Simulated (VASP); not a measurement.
Crystal: Al.

```
Al
1.0
     1.40935    0.81369    4.79793
    -1.40935    0.81369    4.79793
     0.00000   -1.62738    4.79793
Al
2
Direct
  0.00000 0.00000 0.00000
  0.50000 0.50000 0.50000
```

| Item | Value |
| --- | --- |
| Program | VASP 6.6.1 |
| Task | relaxation of cell and atoms |
| Functional | PBE |
| Potentials or basis | VASP PAW PBE potentials, release 64 (Al) |
| Cutoff | 600 eV |
| k mesh | 12 × 12 × 12 |
| Occupations | gaussian, width 0.1 eV |
| Spin | no spin polarisation |

At the start: pressure 0.1 GPa; volume 16.51 Å³/atom.

Question: How do energy, volume and symmetry change on relaxing?

Answer: Over 7 steps the energy falls by 10.5 meV/atom and the volume is 16.46 Å³/atom (-0.3 %); space group Fm-3m (No. 225, to 0.05 Å).

Step by step:
```
step  energy change (eV)  largest force (eV/Å)  pressure (GPa)  volume (Å³)
   1              0.0000                0.0000            0.09        33.01
   2             -0.0114                0.0000           -0.10        33.05
   3             -0.0167                0.0000           -0.15        33.12
   4             -0.0207                0.0000           -0.26        33.11
   5             -0.0209                0.0000           -0.27        33.10
   6             -0.0209                0.0000           -0.27        33.10
   7             -0.0210                0.0000            0.14        32.93
```

Final structure:
```cif
data_structure
_symmetry_space_group_name_H-M 'P 1'
_symmetry_Int_Tables_number 1
_cell_length_a 4.9135
_cell_length_b 4.9135
_cell_length_c 4.9135
_cell_angle_alpha 33.921
_cell_angle_beta 33.921
_cell_angle_gamma 33.921
_cell_volume 32.93
loop_
_atom_site_label
_atom_site_type_symbol
_atom_site_fract_x
_atom_site_fract_y
_atom_site_fract_z
_atom_site_occupancy
Al1 Al 0.00000 0.00000 0.00000 1
Al2 Al 0.50000 0.50000 0.50000 1
```
